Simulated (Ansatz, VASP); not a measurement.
## MgS in VASP and in Ansatz

```xyz
2
Lattice="0.0000 2.6148 2.6148 2.6148 0.0000 2.6148 2.6148 2.6148 0.0000" Properties=species:S:1:pos:R:3 pbc="T T T"
Mg    0.0000    0.0000    0.0000
S     2.6148    2.6148    2.6148
```

Alike in both runs: functional PBE; k mesh 8 × 8 × 8; occupations gaussian, width 0.02 eV; no spin polarisation.

Ansatz relaxed the structure, and its values are those at the end. VASP's run is a single point on that final structure, the one shown.

|  | VASP | Ansatz |
| --- | --- | --- |
| version | VASP 6.6.1 | Ansatz 0.2.0 |
| potentials or method | VASP PAW PBE potentials, release 64 (Mg, S), cutoff 600 eV | scalar-relativistic, plane waves, PAW |
| valence electrons in the cell | 8 | 16 |

```csv
,VASP,Ansatz,Ansatz less VASP
gap on the k mesh at the Fermi level (eV),2.74,2.76,+0.014
least direct gap on the mesh (eV),3.59,3.60,+0.011
pressure (GPa),-0.3,0.0,+0.27
```

VASP's potentials hold 8 valence electrons a cell and Ansatz's 16, so a difference there can come from the potentials and not from the codes.
